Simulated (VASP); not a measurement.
# Sr (Pm-3m) in VASP: further runs

The runs below take Sr through single point, relaxation of cell and atoms, with LDA.

All numbers are computed with VASP 6.6.1; they aren't measurements. Logs are shortened: lines on timing, memory, paths and dates and some standing lists are left out, and cuts for length are marked.

## Step 1: The cell of the first run

Symmetry: Pm-3m, No. 221, cubic system. The conventional cell has a = 3.614 Å, b = 3.614 Å, c = 3.614 Å, α = 90.00°, β = 90.00°, γ = 90.00°. Sr (site symmetry m-3m) has 6 Sr at 3.61 Å within 4.7 Å.

## Step 2: Single point, LDA

Contents of INCAR:

```
SYSTEM = Sr
ALGO = Normal ; EDIFF = 1E-6
ENCUT = 500 ; GGA = CA
GGA_COMPAT = .FALSE. ; ISIF = 2
ISMEAR = -1 ; LASPH = .TRUE.
LCHARG = .FALSE. ; LREAL = .FALSE.
LWAVE = .FALSE. ; NBANDS = 11
NELM = 120 ; PREC = Accurate
SIGMA = 0.05
```

Contents of KPOINTS:

```
k-points
0
G
  6 6 6
  0 0 0
```

Contents of POSCAR:

```
Sr
1.0
    3.6141453893      0.0000000000      0.0000000000
    0.0000000000      3.6141453893      0.0000000000
    0.0000000000      0.0000000000      3.6141453893
Sr
1
Direct
    0.0000000000      0.0000000000      0.0000000000
```

Potentials or basis: VASP PAW LDA potentials, release 64 (Sr_sv).

Launch:

```bash
> cat potpaw_LDA.64/Sr_sv/POTCAR > POTCAR
> mpirun -np 1 vasp_std > vasp.out
```

OUTCAR:

```text
SYSTEM = Sr
   EDIFF = 1E-6
   ENCUT = 500
   GGA = CA
   ISIF = 2
   ISMEAR = -1
   LASPH = .TRUE.
   LREAL = .FALSE.
   NELM = 120
   PREC = Accurate

 ion  position               nearest neighbor table
   1  0.000  0.000  0.000-

  LATTYP: Found a simple cubic cell.
 ALAT       =     3.6141453893

  Lattice vectors:

 A1 = (   3.6141453893,   0.0000000000,   0.0000000000)
 A2 = (   0.0000000000,   3.6141453893,   0.0000000000)
 A3 = (   0.0000000000,   0.0000000000,   3.6141453893)

Analysis of symmetry for initial positions (statically):
=====================================================================
 Subroutine PRICEL returns:
 Original cell was already a primitive cell.

 Routine SETGRP: Setting up the symmetry group for a
 simple cubic supercell.

 Subroutine GETGRP returns: Found 48 space group operations
 (whereof 48 operations were pure point group operations)
 out of a pool of 48 trial point group operations.

The static configuration has the point symmetry O_h .

Analysis of symmetry for dynamics (positions and initial velocities):
=====================================================================
 Subroutine PRICEL returns:
 Original cell was already a primitive cell.

 Routine SETGRP: Setting up the symmetry group for a
 simple cubic supercell.

 Subroutine GETGRP returns: Found 48 space group operations
 (whereof 48 operations were pure point group operations)
 out of a pool of 48 trial point group operations.

The dynamic configuration has the point symmetry O_h .

 Subroutine INISYM returns: Found 48 space group operations
 (whereof 48 operations are pure point group operations),
 and found     1 'primitive' translations

----------------------------------------------------------------------------------------

                                     Primitive cell

  volume of cell :      47.2081

  direct lattice vectors                    reciprocal lattice vectors
     3.614145389  0.000000000  0.000000000     0.276690584  0.000000000  0.000000000
     0.000000000  3.614145389  0.000000000     0.000000000  0.276690584  0.000000000
     0.000000000  0.000000000  3.614145389     0.000000000  0.000000000  0.276690584

  length of vectors
     3.614145389  3.614145389  3.614145389     0.276690584  0.276690584  0.276690584

  position of ions in fractional coordinates (direct lattice)
     0.000000000  0.000000000  0.000000000

  ion indices of the primitive-cell ions
[... 73 lines left out ...]
   IBRION =     -1    ionic relax: 0-MD 1-quasi-New 2-CG
   NFREE  =      0    steps in history (QN), initial steepest desc. (CG)
   ISIF   =      2    stress and relaxation
   ISYM   =      2    0-nonsym 1-usesym 2-fastsym
   POTIM  = 0.5000    time-step for ionic-motion
   TEBEG  =    0.0;   TEEND  =   0.0 temperature during run
   PSTRESS=    0.0 pullay stress
   NELECT =      10.0000    total number of electrons
   NUPDOWN=      -1.0000    fix difference up-down
   EMIN   =  10.00;   EMAX   =-10.00  energy-range for DOS
   EFERMI =   0.00;   METHOD = LEGACY
   ISMEAR =    -1;   SIGMA  =   0.05  broadening in eV -4-tet -1-fermi 0-gaus
   EFERMI_NEDOS =   21; number of points for ismear=-14 and -15
   IALGO  =     38    algorithm
   IMIX   =      4    mixing-type and parameters
     AMIX     =   0.40;   BMIX     =  1.00
     AMIX_MAG =   1.60;   BMIX_MAG =  1.00
  volume/ion in A,a.u.               =      47.21       318.58
  Fermi-wavevector in a.u.,A,eV,Ry     =   0.975894  1.844172 12.957762  0.952369
  Thomas-Fermi vector in A             =   2.106469
   LORBIT       =      0    0 simple, 1 ext, 2 COOP (PROOUT), +10 PAW based schemes
   GGA     = CA    functional components
   LHFCALC =     F    Hartree Fock is set to
   AEXX    =    0.0000 exact exchange contribution
   IVDW    =     0    specifies the selected vdW correction
   LEPSILON=     F    determine dielectric tensor
   LRPA    =     F    only Hartree local field effects (RPA)
 non-spin polarized calculation
  energy-cutoff  :      500.00
  volume of cell :       47.21
 maximum number of plane-waves:      1222
 NGX is ok and might be reduce to    28
   NGX = 13   NGY = 13   NGZ = 13

 number of electron      10.0000000 magnetization

 Free energy of the ion-electron system (eV)
  ---------------------------------------------------
  ext. energy  EPLUGINS =         0.00000000
  ---------------------------------------------------
  free energy    TOTEN  =        -1.50588520 eV

  energy without entropy =       -1.49201466  energy(sigma->0) =       -1.49894993

 E-fermi :   1.7091     XC(G=0):  -8.0352

 val. band max:        1.6982987231   @ k =   0.5000   0.1667   0.0000
 cond. band min:       1.7564477515   @ k =   0.5000   0.3333   0.3333
 fundamental gap:      0.0581490283
 Fermi energy:         1.7091002573

 k-point     1 :       0.0000    0.0000    0.0000
  band No.  band energies     occupation
      1     -34.5808      2.00000
      2     -16.4424      2.00000
      3     -16.4424      2.00000
      4     -16.4424      2.00000
      5      -1.8431      2.00000
      6       2.3261      0.00001
      7       2.3261      0.00001
      8       7.4580      0.00000
      9       7.4580      0.00000
     10       7.4580      0.00000
     11      10.3167      0.00000
[... 253 lines left out ...]
 k-point    20 :       0.5000    0.5000    0.5000
  band No.  band energies     occupation
      1     -34.4615      2.00000
      2     -16.8189      2.00000
      3     -16.8189      2.00000
      4     -16.8189      2.00000
      5       2.1583      0.00025
      6       2.1583      0.00025
      7       2.1583      0.00025
      8       6.6943      0.00000
      9       8.1997      0.00000
     10       8.1997      0.00000
     11       8.1997      0.00000

------------------------ aborting loop because EDIFF is reached ----------------------------------------

  FORCE on cell =-STRESS in cart. coord.  units (eV):
  Direction    XX          YY          ZZ          XY          YZ          ZX
  --------------------------------------------------------------------------------------
  -------------------------------------------------------------------------------------
  Total        0.1915212      0.1915212      0.1915212      0.0000000     -0.0000000     -0.0000000
  in kB        6.4999576      6.4999576      6.4999576      0.0000000     -0.0000000     -0.0000000
  external PRESSURE =       6.4999576 kB  Pullay stress =       0.0000000 kB

 VOLUME and BASIS-vectors are now :
 -----------------------------------------------------------------------------
  energy-cutoff  :      500.00
  volume of cell :       47.21
      direct lattice vectors                 reciprocal lattice vectors
     3.614145389  0.000000000  0.000000000     0.276690584  0.000000000  0.000000000
     0.000000000  3.614145389  0.000000000     0.000000000  0.276690584  0.000000000
     0.000000000  0.000000000  3.614145389     0.000000000  0.000000000  0.276690584

 POSITION                                       TOTAL-FORCE (eV/Angst)
 -----------------------------------------------------------------------------------
      0.00000      0.00000      0.00000         0.000000      0.000000      0.000000
 -----------------------------------------------------------------------------------
    total drift:                               -0.000000     -0.000000     -0.000000

  FREE ENERGIE OF THE ION-ELECTRON SYSTEM (eV)
  ---------------------------------------------------
  free  energy   TOTEN  =        -1.5058852008 eV

  energy  without entropy=       -1.4920146628  energy(sigma->0) =       -1.49894993
```

OSZICAR:

```text
N       E                     dE             d eps       ncg     rms          rms(c)
DAV:   1     0.344447712685E+02    0.34445E+02   -0.48433E+03   440   0.783E+02
DAV:   2    -0.577064156328E-01   -0.34502E+02   -0.33909E+02   528   0.156E+02
DAV:   3    -0.145503622066E+01   -0.13973E+01   -0.13621E+01   635   0.240E+01
DAV:   4    -0.152177759693E+01   -0.66741E-01   -0.66546E-01   587   0.405E+00
DAV:   5    -0.152291986390E+01   -0.11423E-02   -0.11422E-02   632   0.531E-01    0.128E+01
DAV:   6    -0.151283811972E+01    0.10082E-01   -0.81689E-03   632   0.898E-01    0.734E+00
DAV:   7    -0.150585312448E+01    0.69850E-02   -0.16259E-02   638   0.117E+00    0.208E-01
DAV:   8    -0.150587208196E+01   -0.18957E-04   -0.42871E-04   666   0.132E-01    0.562E-02
DAV:   9    -0.150588587331E+01   -0.13791E-04   -0.16554E-05   661   0.303E-02    0.228E-02
DAV:  10    -0.150588520077E+01    0.67254E-06   -0.46042E-06   579   0.156E-02
   1 F= -.15058852E+01 E0= -.14989499E+01  d E =-.138705E-01
```

stdout:

```text
POSCAR found type information on POSCAR Sr
 POSCAR found :  1 types and       1 ions
 scaLAPACK will be used
 LDA part: xc-table for (Slater(with rela. corr.)+CA(PZ))
 , standard interpolation
 POSCAR, INCAR and KPOINTS ok, starting setup
 FFT: planning ... GRIDC
 FFT: planning ... GRID_SOFT
 FFT: planning ... GRID
 WAVECAR not read
 entering main loop
```

Run time: 8 s. Hardware: 1 thread of Intel Xeon Platinum 8488C (Sapphire Rapids), shared host; peak memory 0.14 GiB.

Results:

- Free energy: -1.5059 eV
- Pressure: 0.6 GPa
- Band gap on the k mesh: zero (band 5 reaches 2.16 eV, above the bottom of band 6 at 1.66 eV)

Levels at points of the mesh, in eV from the Fermi level:
| k point | band 3 | band 4 | band 5 | band 6 | band 7 | band 8 |
| --- | --- | --- | --- | --- | --- | --- |
| (0.00, 0.00, 0.00) | -18.15 | -18.15 | -3.55 | 0.62 | 0.62 | 5.75 |
| (0.50, 0.00, 0.00) | -18.11 | -18.11 | -1.14 | 0.20 | 1.28 | 3.45 |
| (0.50, 0.50, 0.00) | -18.59 | -18.06 | -0.71 | 0.90 | 3.08 | 3.08 |
| (0.50, 0.50, 0.50) | -18.53 | -18.53 | 0.45 | 0.45 | 0.45 | 4.99 |

## Step 3: Single point, LDA

This run uses another cell than the first one, of 48.15 Å³/atom, 1.020 times its volume.

Contents of INCAR:

```
SYSTEM = Sr
PREC = Accurate
ENCUT = 500
EDIFF = 1E-6
ISMEAR = -1
SIGMA = 0.05
LREAL = .False.
LASPH = .True.
NELM = 120
ALGO = Normal
ISIF = 2
LWAVE = .False.
LCHARG = .False.
NBANDS = 11
GGA_COMPAT = .False.
```

Contents of KPOINTS:

```
regular mesh
0
Gamma
  6 6 6
  0 0 0
```

Contents of POSCAR:

```
Sr
1.0
    3.6380808245      0.0000000000      0.0000000000
    0.0000000000      3.6380808245      0.0000000000
    0.0000000000      0.0000000000      3.6380808245
Sr
1
Direct
    0.0000000000      0.0000000000      0.0000000000
```

Potentials or basis: VASP PAW LDA potentials, release 64 (Sr_sv).

Launch:

```bash
> cat potpaw_LDA.64/Sr_sv/POTCAR > POTCAR
> mpirun -np 1 vasp_std > vasp.out
```

OUTCAR:

```text
SYSTEM = Sr
   PREC = Accurate
   ENCUT = 500
   EDIFF = 1E-6
   ISMEAR = -1
   LREAL = .False.
   LASPH = .True.
   NELM = 120
   ISIF = 2

 ion  position               nearest neighbor table
   1  0.000  0.000  0.000-

  LATTYP: Found a simple cubic cell.
 ALAT       =     3.6380808245

  Lattice vectors:

 A1 = (   3.6380808245,   0.0000000000,   0.0000000000)
 A2 = (   0.0000000000,   3.6380808245,   0.0000000000)
 A3 = (   0.0000000000,   0.0000000000,   3.6380808245)

Analysis of symmetry for initial positions (statically):
=====================================================================
 Subroutine PRICEL returns:
 Original cell was already a primitive cell.

 Routine SETGRP: Setting up the symmetry group for a
 simple cubic supercell.

 Subroutine GETGRP returns: Found 48 space group operations
 (whereof 48 operations were pure point group operations)
 out of a pool of 48 trial point group operations.

The static configuration has the point symmetry O_h .

Analysis of symmetry for dynamics (positions and initial velocities):
=====================================================================
 Subroutine PRICEL returns:
 Original cell was already a primitive cell.

 Routine SETGRP: Setting up the symmetry group for a
 simple cubic supercell.

 Subroutine GETGRP returns: Found 48 space group operations
 (whereof 48 operations were pure point group operations)
 out of a pool of 48 trial point group operations.

The dynamic configuration has the point symmetry O_h .

 Subroutine INISYM returns: Found 48 space group operations
 (whereof 48 operations are pure point group operations),
 and found     1 'primitive' translations

----------------------------------------------------------------------------------------

                                     Primitive cell

[... 105 lines left out ...]
  Fermi-wavevector in a.u.,A,eV,Ry     =   0.969473  1.832039 12.787821  0.939878
  Thomas-Fermi vector in A             =   2.099529
   LORBIT       =      0    0 simple, 1 ext, 2 COOP (PROOUT), +10 PAW based schemes
   GGA     = CA    functional components
   LHFCALC =     F    Hartree Fock is set to
   AEXX    =    0.0000 exact exchange contribution
   IVDW    =     0    specifies the selected vdW correction
   LEPSILON=     F    determine dielectric tensor
   LRPA    =     F    only Hartree local field effects (RPA)
 non-spin polarized calculation
  energy-cutoff  :      500.00
  volume of cell :       48.15
 maximum number of plane-waves:      1233
 NGX is ok and might be reduce to    28
   NGX = 13   NGY = 13   NGZ = 13

 number of electron      10.0000000 magnetization

 Free energy of the ion-electron system (eV)
  ---------------------------------------------------
  ext. energy  EPLUGINS =         0.00000000
  ---------------------------------------------------
  free energy    TOTEN  =        -1.50917693 eV

  energy without entropy =       -1.49644113  energy(sigma->0) =       -1.50280903

 E-fermi :   1.6377     XC(G=0):  -7.9692

 val. band max:        1.6165635254   @ k =   0.5000   0.1667   0.0000
 cond. band min:       1.7015628972   @ k =   0.5000   0.3333   0.3333
 fundamental gap:      0.0849993719
 Fermi energy:         1.6376869403

 k-point     1 :       0.0000    0.0000    0.0000
  band No.  band energies     occupation
      1     -34.6812      2.00000
      2     -16.5543      2.00000
      3     -16.5543      2.00000
      4     -16.5543      2.00000
      5      -1.8955      2.00000
      6       2.2637      0.00001
      7       2.2637      0.00001
      8       7.2925      0.00000
      9       7.2925      0.00000
     10       7.2925      0.00000
     11      10.1151      0.00000
[... 253 lines left out ...]
 k-point    20 :       0.5000    0.5000    0.5000
  band No.  band energies     occupation
      1     -34.5709      2.00000
      2     -16.9103      2.00000
      3     -16.9103      2.00000
      4     -16.9103      2.00000
      5       2.1036      0.00018
      6       2.1036      0.00018
      7       2.1036      0.00018
      8       6.5957      0.00000
      9       7.9694      0.00000
     10       7.9694      0.00000
     11       7.9694      0.00000

------------------------ aborting loop because EDIFF is reached ----------------------------------------

  FORCE on cell =-STRESS in cart. coord.  units (eV):
  Direction    XX          YY          ZZ          XY          YZ          ZX
  --------------------------------------------------------------------------------------
  -------------------------------------------------------------------------------------
  Total        0.1317749      0.1317749      0.1317749     -0.0000000      0.0000000      0.0000000
  in kB        4.3845627      4.3845627      4.3845627     -0.0000000      0.0000000      0.0000000
  external PRESSURE =       4.3845627 kB  Pullay stress =       0.0000000 kB

 VOLUME and BASIS-vectors are now :
 -----------------------------------------------------------------------------
  energy-cutoff  :      500.00
  volume of cell :       48.15
      direct lattice vectors                 reciprocal lattice vectors
     3.638080824  0.000000000  0.000000000     0.274870199  0.000000000  0.000000000
     0.000000000  3.638080824  0.000000000     0.000000000  0.274870199  0.000000000
     0.000000000  0.000000000  3.638080824     0.000000000  0.000000000  0.274870199

 POSITION                                       TOTAL-FORCE (eV/Angst)
 -----------------------------------------------------------------------------------
      0.00000      0.00000      0.00000         0.000000      0.000000      0.000000
 -----------------------------------------------------------------------------------
    total drift:                               -0.000000      0.000000     -0.000000

  FREE ENERGIE OF THE ION-ELECTRON SYSTEM (eV)
  ---------------------------------------------------
  free  energy   TOTEN  =        -1.5091769299 eV

  energy  without entropy=       -1.4964411266  energy(sigma->0) =       -1.50280903
```

It took 5.9 s on 1 thread of Intel Xeon Platinum 8488C (Sapphire Rapids), shared host; peak memory 0.14 GiB.

What came out:

```yaml
Free_energy: -1.5092 eV
Pressure: 0.4 GPa
Band_gap_on_the_k_mesh: zero (band 5 reaches 2.10 eV, above the bottom of band 6 at 1.58 eV)
```

[end of part 1 of 2]
